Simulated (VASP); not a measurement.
## CsAg3: single point with PBE

The system is CsAg3.

```
Cs Ag
1.0
     4.84702    0.00000    0.00000
     0.00000    4.84702    0.00000
     0.00000    0.00000    4.84702
Cs Ag
1 3
Direct
  0.00000 0.00000 0.00000
  0.00000 0.50000 0.50000
  0.50000 0.00000 0.50000
  0.50000 0.50000 0.00000
```

- Program: VASP 6.6.1
- Task: single point
- Functional: PBE
- Potentials or basis: VASP PAW PBE potentials, release 64 (Cs_sv, Ag)
- Cutoff: 520 eV
- k mesh: 10 × 10 × 10
- Occupations: gaussian, width 0.1 eV
- Spin: no spin polarisation

```json
{
  "Pressure": "0.1 GPa",
  "Band gap on the k mesh": "zero (bands 21 and 22 overlap by 1.65 eV)"
}
```

Levels at points of the mesh, in eV from the Fermi level:
```tsv
k point	band 19	band 20	band 21	band 22	band 23	band 24
(0.00, 0.00, 0.00)	-3.39	-3.39	1.45	1.45	2.68	2.68
(0.50, 0.00, 0.00)	-3.39	-2.31	-2.07	2.10	2.10	2.32
(0.50, 0.50, 0.00)	-3.71	-2.39	-0.01	-0.01	0.23	3.16
(0.50, 0.50, 0.50)	-3.52	-0.20	-0.20	-0.20	0.09	2.57
```

Run time: 96 s on 1 thread of Intel(R) Xeon(R) Platinum 8488C (Sapphire Rapids) (shared host), peak memory 0.3 GiB.

Caveat: spin-orbit coupling is left out, which moves the levels of the heavy elements.
